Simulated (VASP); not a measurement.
Crystal: Nb.

```xyz
1
Lattice="0.0000 2.1150 2.1150 2.1150 0.0000 2.1150 2.1150 2.1150 0.0000" Properties=species:S:1:pos:R:3 pbc="T T T"
Nb    0.0000    0.0000    0.0000
```

| Quantity | Value |
| --- | --- |
| Program | VASP 6.6.1 |
| Task | relaxation of cell and atoms |
| Functional | PBE |
| Dispersion | D3(BJ) |
| Potentials or basis | VASP PAW PBE potentials, release 64 (Nb_sv) |
| Cutoff | 600 eV |
| k mesh | 8 × 8 × 8 |
| Occupations | gaussian, width 0.05 eV |
| Spin | non-collinear spin, zero start, spin-orbit coupling |
| Starting moments | [[0.0, 0.0, 0.0]] μB |
| Hubbard terms | Nb d U = 8.0 eV |

At the start: pressure 15.0 GPa; volume 18.92 Å³/atom.

Q: Where does the relaxation end?

A: Over 4 steps the energy falls by 64.3 meV/atom and the volume is 20.41 Å³/atom (+7.8 %); space group Fm-3m (No. 225, to 0.05 Å); moment 0.00 μB per cell.

Step by step:
```
step  energy change (eV)  largest force (eV/Å)  pressure (GPa)  volume (Å³)
   1              0.0000                0.0000           15.03        18.92
   2              0.2324                0.0000          -21.86        24.21
   3             -0.0641                0.0000           -0.75        20.49
   4             -0.0643                0.0000           -0.10        20.41
```

Final structure:
```xyz
1
Lattice="0.0000 2.1689 2.1689 2.1689 0.0000 2.1689 2.1689 2.1689 0.0000" Properties=species:S:1:pos:R:3 pbc="T T T"
Nb    0.0000    0.0000    0.0000
```

Caveat: the U is typed as a test and isn't derived for this compound.
